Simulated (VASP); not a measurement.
# Rh (Fm-3m) in VASP: notebook

Runs on Rh. Level: PBEsol. Tasks: single point, relaxation of cell and atoms.

Everything below comes from runs of VASP 6.6.1. Logs are shortened: lines on timing, memory, paths and dates and some standing lists are left out, and cuts for length are marked.

## (1) The cell of the first run

It takes space group Fm-3m (No. 225, cubic). Conventional cell: a = 3.780 Å, b = 3.780 Å, c = 3.780 Å, α = 90.00°, β = 90.00°, γ = 90.00°. Rh (site symmetry m-3m) has 12 Rh at 2.67 Å within 3.5 Å.

## (2) Single point, PBEsol

Contents of INCAR:

```
SYSTEM = Rh
PREC = Accurate ; ENCUT = 520
EDIFF = 1E-7 ; ISMEAR = -1
SIGMA = 0.05 ; LREAL = .FALSE.
LASPH = .TRUE. ; NELM = 60
ALGO = Normal ; ISIF = 2
LWAVE = .FALSE. ; LCHARG = .TRUE.
GGA = PS ; LELF = .TRUE.
LVHAR = .TRUE. ; NBANDS = 14
```

Contents of KPOINTS:

```
Automatic mesh
0
G
  10 10 10
  0 0 0
```

Contents of POSCAR:

```
Rh
1.0
    0.0000000000      1.8899601197      1.8899601197
    1.8899601197      0.0000000000      1.8899601197
    1.8899601197      1.8899601197      0.0000000000
Rh
1
Direct
    0.0000000000      0.0000000000      0.0000000000
```

Potentials or basis: VASP PAW PBE potentials, release 64 (Rh_pv).

Command:

```bash
> cat potpaw_PBE.64/Rh_pv/POTCAR > POTCAR
> mpirun -np 1 vasp_std > vasp.out
```

OUTCAR:

```text
SYSTEM = Rh
   PREC = Accurate
   ENCUT = 520
   EDIFF = 1E-7
   ISMEAR = -1
   LREAL = .FALSE.
   LASPH = .TRUE.
   NELM = 60
   ISIF = 2
   GGA = PS

 ion  position               nearest neighbor table
   1  0.000  0.000  0.000-

  LATTYP: Found a face centered cubic cell.
 ALAT       =     3.7799202394

  Lattice vectors:

 A1 = (   0.0000000000,   1.8899601197,   1.8899601197)
 A2 = (   1.8899601197,   0.0000000000,   1.8899601197)
 A3 = (   1.8899601197,   1.8899601197,   0.0000000000)

Analysis of symmetry for initial positions (statically):
=====================================================================
 Subroutine PRICEL returns:
 Original cell was already a primitive cell.

 Routine SETGRP: Setting up the symmetry group for a
 face centered cubic supercell.

 Subroutine GETGRP returns: Found 48 space group operations
 (whereof 48 operations were pure point group operations)
 out of a pool of 48 trial point group operations.

The static configuration has the point symmetry O_h .

Analysis of symmetry for dynamics (positions and initial velocities):
=====================================================================
 Subroutine PRICEL returns:
 Original cell was already a primitive cell.

 Routine SETGRP: Setting up the symmetry group for a
 face centered cubic supercell.

 Subroutine GETGRP returns: Found 48 space group operations
 (whereof 48 operations were pure point group operations)
 out of a pool of 48 trial point group operations.

The dynamic configuration has the point symmetry O_h .

 Subroutine INISYM returns: Found 48 space group operations
 (whereof 48 operations are pure point group operations),
 and found     1 'primitive' translations

----------------------------------------------------------------------------------------

                                     Primitive cell

  volume of cell :      13.5017

  direct lattice vectors                    reciprocal lattice vectors
     0.000000000  1.889960120  1.889960120    -0.264555847  0.264555847  0.264555847
     1.889960120  0.000000000  1.889960120     0.264555847 -0.264555847  0.264555847
     1.889960120  1.889960120  0.000000000     0.264555847  0.264555847 -0.264555847

  length of vectors
     2.672807234  2.672807234  2.672807234     0.458224168  0.458224168  0.458224168

  position of ions in fractional coordinates (direct lattice)
     0.000000000  0.000000000  0.000000000

  ion indices of the primitive-cell ions
   primitive index   ion index
                 1           1

----------------------------------------------------------------------------------------

 KPOINTS: Automatic mesh

Automatic generation of k-mesh.
 Grid dimensions read from file:
 generate k-points for:   10   10   10

 Generating k-lattice:

  Cartesian coordinates                     Fractional coordinates (reciprocal lattice)
    -0.026455585  0.026455585  0.026455585     0.100000000  0.000000000  0.000000000
     0.026455585 -0.026455585  0.026455585     0.000000000  0.100000000  0.000000000
     0.026455585  0.026455585 -0.026455585     0.000000000  0.000000000  0.100000000

  Length of vectors
     0.045822417  0.045822417  0.045822417

  Shift w.r.t. Gamma in fractional coordinates (k-lattice)
     0.000000000  0.000000000  0.000000000

 Subroutine IBZKPT returns following result:
 ===========================================

 Found     47 irreducible k-points:

 Following reciprocal coordinates:
            Coordinates               Weight
  0.000000  0.000000  0.000000      1.000000
  0.100000  0.000000  0.000000      8.000000
  0.200000  0.000000  0.000000      8.000000
  0.300000  0.000000  0.000000      8.000000
  0.400000  0.000000  0.000000      8.000000
  0.500000  0.000000  0.000000      4.000000
[... 16 lines left out ...]
  0.300000  0.300000  0.000000      6.000000
  0.400000  0.300000  0.000000     24.000000
 [... further k-points ...]
   k-points           NKPTS =     47   k-points in BZ     NKDIM =     47   number of bands    NBANDS=     14
   number of dos      NEDOS =    301   number of ions     NIONS =      1
   total plane-waves  NPLWV =   8000
   dimension x,y,z NGX =    20 NGY =   20 NGZ =   20
   dimension x,y,z NGXF=    40 NGYF=   40 NGZF=   40
   ions per type =               1
   NGX,Y,Z   is equivalent  to a cutoff of  12.44, 12.44, 12.44 a.u.
   NGXF,Y,Z  is equivalent  to a cutoff of  24.88, 24.88, 24.88 a.u.
 SYSTEM =  Rh
   PREC   = accura    normal or accurate (medium, high low for compatibility)
   ISTART =      0    job   : 0-new  1-cont  2-samecut
   ICHARG =      2    charge: 1-file 2-atom 10-const
   ISPIN  =      1    spin polarized calculation?
   LNONCOLLINEAR =      F non collinear calculations
   LSORBIT =      F    spin-orbit coupling
   LASPH  =      T    aspherical Exc in radial PAW
   ENCUT  =  520.0 eV  38.22 Ry    6.18 a.u.   4.97  4.97  4.97*2*pi/ulx,y,z
   NELM   =     60;   NELMIN=  2; NELMDL= -5     # of ELM steps
   EDIFF  = 0.1E-06   stopping-criterion for ELM
   LREAL  =      F    real-space projection
   EDIFFG = 0.1E-05   stopping-criterion for IOM
   NSW    =      0    number of steps for IOM
   IBRION =     -1    ionic relax: 0-MD 1-quasi-New 2-CG
   NFREE  =      0    steps in history (QN), initial steepest desc. (CG)
   ISIF   =      2    stress and relaxation
   ISYM   =      2    0-nonsym 1-usesym 2-fastsym
   POTIM  = 0.5000    time-step for ionic-motion
   TEBEG  =    0.0;   TEEND  =   0.0 temperature during run
   PSTRESS=    0.0 pullay stress
   NELECT =      15.0000    total number of electrons
   NUPDOWN=      -1.0000    fix difference up-down
   EMIN   =  10.00;   EMAX   =-10.00  energy-range for DOS
   EFERMI =   0.00;   METHOD = LEGACY
   ISMEAR =    -1;   SIGMA  =   0.05  broadening in eV -4-tet -1-fermi 0-gaus
   EFERMI_NEDOS =   21; number of points for ismear=-14 and -15
   IALGO  =     38    algorithm
   IMIX   =      4    mixing-type and parameters
     AMIX     =   0.40;   BMIX     =  1.00
     AMIX_MAG =   1.60;   BMIX_MAG =  1.00
  volume/ion in A,a.u.               =      13.50        91.11
  Fermi-wavevector in a.u.,A,eV,Ry     =   1.695545  3.204115 39.115012  2.874872
  Thomas-Fermi vector in A             =   2.776569
   LORBIT       =      0    0 simple, 1 ext, 2 COOP (PROOUT), +10 PAW based schemes
   GGA     = PS    functional components
   LHFCALC =     F    Hartree Fock is set to
   AEXX    =    0.0000 exact exchange contribution
   IVDW    =     0    specifies the selected vdW correction
   LEPSILON=     F    determine dielectric tensor
   LRPA    =     F    only Hartree local field effects (RPA)
 non-spin polarized calculation
  energy-cutoff  :      520.00
  volume of cell :       13.50
 maximum number of plane-waves:       372
   NGX =  9   NGY =  9   NGZ =  9

 number of electron      15.0000006 magnetization

 Free energy of the ion-electron system (eV)
  ---------------------------------------------------
  ext. energy  EPLUGINS =         0.00000000
  ---------------------------------------------------
  free energy    TOTEN  =        -8.15248809 eV

  energy without entropy =       -8.14037144  energy(sigma->0) =       -8.14642976

 E-fermi :  12.1259     XC(G=0): -14.3357

 val. band max:       12.0838099669   @ k =  -0.3000   0.3000   0.1000
 cond. band min:      12.1266933631   @ k =   0.5000   0.4000   0.1000
 fundamental gap:      0.0428833962
 Fermi energy:        12.1259135954

 k-point     1 :       0.0000    0.0000    0.0000
  band No.  band energies     occupation
      1     -34.2790      2.00000
      2     -34.2790      2.00000
      3     -34.2790      2.00000
      4       3.9018      2.00000
      5       8.9037      2.00000
      6       8.9037      2.00000
      7       8.9037      2.00000
      8      11.0798      2.00000
      9      11.0798      2.00000
     10      28.0087      0.00000
     11      32.3950      0.00000
     12      33.5659      0.00000
     13      33.5659      0.00000
     14      33.5659      0.00000

 k-point     2 :       0.1000    0.0000    0.0000
  band No.  band energies     occupation
      1     -34.3565      2.00000
      2     -34.2894      2.00000
      3     -34.2894      2.00000
      4       4.3037      2.00000
      5       8.7335      2.00000
      6       9.0554      2.00000
      7       9.0554      2.00000
      8      11.0004      2.00000
      9      11.0004      2.00000
     10      28.5850      0.00000
     11      31.7134      0.00000
     12      32.4003      0.00000
     13      34.1658      0.00000
     14      34.1658      0.00000

 k-point     3 :       0.2000    0.0000    0.0000
  band No.  band energies     occupation
      1     -34.5566      2.00000
      2     -34.3166      2.00000
      3     -34.3166      2.00000
      4       5.2851      2.00000
      5       8.5451      2.00000
      6       9.2881      2.00000
      7       9.2881      2.00000
      8      11.0227      2.00000
      9      11.0227      2.00000
     10      28.7582      0.00000
     11      29.6477      0.00000
     12      32.3966      0.00000
     13      35.7662      0.00000
     14      35.7662      0.00000
[... 324 lines left out ...]
 k-point    23 :       0.3000    0.3000    0.0000
  band No.  band energies     occupation
      1     -34.7740      2.00000
      2     -34.4679      2.00000
      3     -34.4679      2.00000
      4       6.3635      2.00000
      5       6.8146      2.00000
      6      10.8072      2.00000
      7      11.2185      2.00000
      8      11.2185      2.00000
      9      12.0766      1.45701
     10      29.4613      0.00000
     11      29.4613      0.00000
     12      29.8278      0.00000
     13      32.3809      0.00000
     14      33.2367      0.00000

 k-point    24 :       0.4000    0.3000    0.0000
  band No.  band energies     occupation
      1     -34.8776      2.00000
      2     -34.5249      2.00000
      3     -34.5001      2.00000
      4       6.3069      2.00000
      5       6.6391      2.00000
      6      10.5827      2.00000
      7      11.3891      2.00000
      8      12.5996      0.00015
      9      13.4833      0.00000
     10      26.4752      0.00000
     11      28.3106      0.00000
     12      28.4808      0.00000
     13      32.3863      0.00000
     14      34.0943      0.00000

 [... further k-points ...]

------------------------ aborting loop because EDIFF is reached ----------------------------------------

  FORCE on cell =-STRESS in cart. coord.  units (eV):
  Direction    XX          YY          ZZ          XY          YZ          ZX
  --------------------------------------------------------------------------------------
  -------------------------------------------------------------------------------------
  Total       -0.0049497     -0.0049497     -0.0049497      0.0000000      0.0000000      0.0000000
  in kB       -0.5873507     -0.5873507     -0.5873507      0.0000000      0.0000000      0.0000000
  external PRESSURE =      -0.5873507 kB  Pullay stress =       0.0000000 kB

 VOLUME and BASIS-vectors are now :
 -----------------------------------------------------------------------------
  energy-cutoff  :      520.00
  volume of cell :       13.50
      direct lattice vectors                 reciprocal lattice vectors
     0.000000000  1.889960120  1.889960120    -0.264555847  0.264555847  0.264555847
     1.889960120  0.000000000  1.889960120     0.264555847 -0.264555847  0.264555847
     1.889960120  1.889960120  0.000000000     0.264555847  0.264555847 -0.264555847

 POSITION                                       TOTAL-FORCE (eV/Angst)
 -----------------------------------------------------------------------------------
      0.00000      0.00000      0.00000        -0.000000      0.000000      0.000000
 -----------------------------------------------------------------------------------
    total drift:                               -0.000000     -0.000000     -0.000000

  FREE ENERGIE OF THE ION-ELECTRON SYSTEM (eV)
  ---------------------------------------------------
  free  energy   TOTEN  =        -8.1524880877 eV

  energy  without entropy=       -8.1403714351  energy(sigma->0) =       -8.14642976
```

Wall time 8.8 s (1 thread of AMD EPYC 7R43 (Zen 3), shared host); peak memory 0.09 GiB.

Results:

```yaml
Free_energy: -8.1525 eV
Pressure: -0.1 GPa
```

Caveat: the PAW data sets were made with another functional, which shifts forces and pressure a little.

## (3) Relaxation of cell and atoms, PBEsol

This run uses another cell than the first one, of 13.67 Å³/atom, 1.013 times its volume.

Contents of INCAR:

```
  PREC = Accurate
  ENCUT = 600
  EDIFF = 1E-7
  ISMEAR = -1
  SIGMA = 0.05
  LREAL = False
  LASPH = True
  NELM = 80
  ALGO = Normal
  ISIF = 3
  LWAVE = False
  LCHARG = False
  GGA = PS
  IBRION = 2
  NSW = 60
  EDIFFG = -0.02
```

Contents of KPOINTS:

```
Automatic mesh
0
Gamma
  10 10 10
```

Contents of POSCAR:

```
Rh
1.0
    0.0000000000      1.8978500000      1.8978500000
    1.8978500000      0.0000000000      1.8978500000
    1.8978500000      1.8978500000      0.0000000000
Rh
1
Direct
    0.0000000000      0.0000000000      0.0000000000
```

Potentials or basis: VASP PAW PBE potentials, release 64 (Rh_pv).

Command:

```bash
> cat potpaw_PBE.64/Rh_pv/POTCAR > POTCAR
> mpirun -np 1 vasp_std > vasp.out
```

It took 24 s on 1 thread of AMD EPYC 7R43 (Zen 3), shared host; peak memory 0.12 GiB.

Results (log left out):

```yaml
Free_energy: -8.1531 eV
Relaxed_volume: 13.50 Å³/atom
Relaxed_cell: a = 2.672 Å, b = 2.672 Å, c = 2.672 Å, α = 60.00°, β = 60.00°, γ = 60.00°
Space_group_after_relaxing_to_0.05_Å: Fm-3m (No. 225)
Energy_gained_by_relaxing: 2.1 meV/atom
Ionic_steps: 3
Pressure_after_relaxing: 0.0 GPa
```

Step by step:
```tsv
step	energy change (eV)	largest force (eV/Å)	pressure (GPa)	volume (Å³)
1	0.0000	0.0000	-3.77	13.67
2	0.0127	0.0000	11.01	13.05
3	-0.0021	0.0000	-0.03	13.50
```

Final structure:
```
Rh
1.0
     0.00000    1.88968    1.88968
     1.88968    0.00000    1.88968
     1.88968    1.88968    0.00000
Rh
1
Direct
  0.00000 0.00000 0.00000
```

Levels at points of the mesh, in eV from the Fermi level:
| k point | band 4 | band 5 | band 6 | band 7 | band 8 | band 9 | band 10 | band 11 |
| --- | --- | --- | --- | --- | --- | --- | --- | --- |
| (0.00, 0.00, 0.00) | -8.23 | -3.22 | -3.22 | -3.22 | -1.05 | -1.05 | 15.88 | 20.27 |
| (0.50, 0.00, 0.00) | -6.36 | -3.30 | -3.30 | 0.56 | 0.56 | 0.60 | 8.75 | 15.40 |
| (0.50, 0.50, 0.00) | -6.56 | -6.19 | 0.54 | 0.99 | 0.99 | 3.17 | 12.43 | 13.31 |

Caveat: the PAW data sets were made with another functional, which shifts forces and pressure a little.
